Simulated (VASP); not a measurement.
Crystal: CaO.

```
Ca O
1.0
     3.96093    0.00000    0.00000
    -1.98047    3.43027    0.00000
     0.00000    0.00000    4.78237
Ca O
2 2
Direct
  0.33333 0.66667 0.93750
  0.66667 0.33333 0.43750
  0.33333 0.66667 0.43750
  0.66667 0.33333 0.93750
```

This cell differs from its parent crystal: epitaxial xy strain -0.5%.

Base run:

* Program: VASP 6.6.1
* Functional: r2SCAN
* Potentials or basis: VASP PAW PBE potentials, release 64 (Ca_sv, O)
* Cutoff: 520 eV
* k mesh: 12 × 12 × 6
* Occupations: gaussian, width 0.01 eV
* Spin: no spin polarisation

Its results: band gap on the k mesh 3.66 eV; pressure 1.7 GPa.

**Question.** The run is repeated on the same cell with these changes: functional from r2SCAN to PBE; occupations from gaussian, width 0.01 eV to fermi-dirac, width 0.02 eV. What comes out?

**Answer.** Band gap on the k mesh 3.24 eV; pressure 3.0 GPa.

Caveats: the structure was generated, so it needn't be the stable form of CaO; the PAW data sets were made with another functional, which shifts forces and pressure a little (at least some runs).

A k mesh can miss the band edges.
